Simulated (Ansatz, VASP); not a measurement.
One calculation of RbBr, two programs

```
Rb Br
1.0
     2.74872    1.58698    4.51250
    -2.74872    1.58698    4.51250
     0.00000   -3.17395    4.51250
Rb Br
1 1
Direct
  0.99979 0.99979 0.99979
  0.24897 0.24897 0.24897
```

Alike in both runs: functional PBE; k mesh 6 × 6 × 6; occupations gaussian, width 0.02 eV; no spin polarisation.

Ansatz relaxed the structure, and its values are those at the end. VASP's run is a single point on that final structure, the one shown.

```csv
,VASP,Ansatz
version,VASP 6.6.1,Ansatz 0.2.0
potentials or method,"VASP PAW PBE potentials, release 64 (Rb_sv, Br), cutoff 520 eV","scalar-relativistic, plane waves, PAW"
valence electrons in the cell,16,16
```

|  | VASP | Ansatz | Ansatz less VASP |
| --- | --- | --- | --- |
| gap on the k mesh at the Fermi level (eV) | 4.05 | 4.05 | 0.000 |
| least direct gap on the mesh (eV) | 4.13 | 4.13 | 0.000 |
| pressure (GPa) | 0.0 | 0.0 | -0.01 |

The functional is the same, so the differences come from potentials, cutoffs and numerics.
